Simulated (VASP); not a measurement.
The system is Ta2Si.

```xyz
3
Lattice="3.2597 0.0000 0.0000 -1.6298 2.8230 0.0000 0.0000 0.0000 5.5794" Properties=species:S:1:pos:R:3 pbc="T T T"
Ta    0.0000    1.8820    1.7323
Ta    1.6298    0.9410    3.8471
Si    0.0000    0.0000    0.0000
```

```yaml
Program: VASP 6.6.1
Task: relaxation of cell and atoms
Functional: PBEsol
Potentials_or_basis: VASP PAW PBE potentials, release 64 (Ta_pv, Si)
Cutoff: 600 eV
k_mesh: 12 × 12 × 8
Occupations: gaussian, width 0.1 eV
Spin: no spin polarisation
```

At the start: pressure 0.2 GPa; volume 17.11 Å³/atom.

Q: Where does the relaxation end?

A: Over 7 steps the energy falls by 2.4 meV/atom and the volume is 17.18 Å³/atom (+0.4 %); space group P-3m1 (No. 164, to 0.1 Å) before and after.

The path:
```
step  energy change (eV)  largest force (eV/Å)  pressure (GPa)  volume (Å³)
   1              0.0000                0.1367            0.21        51.34
   2             -0.0058                0.0700           -0.07        51.51
   3             -0.0059                0.0964           -0.10        51.53
   4             -0.0068                0.0539            0.19        51.47
   5             -0.0070                0.0216            0.40        51.42
   6             -0.0069                0.0292           -0.57        51.71
   7             -0.0072                0.0005           -0.01        51.54
```

Final structure:
```yaml
crystal:
  lattice:
    - [3.29059, 0.00000, 0.00000]
    - [-1.64530, 2.84973, 0.00000]
    - [0.00000, 0.00000, 5.49650]
  atoms:
    - { symbol: Ta, position: [0.33333, 0.66667, 0.31025] }
    - { symbol: Ta, position: [0.66667, 0.33333, 0.68975] }
    - { symbol: Si, position: [0.00000, 0.00000, 0.00000] }
```

Caveat: the PAW data sets were made with another functional, which shifts forces and pressure a little.
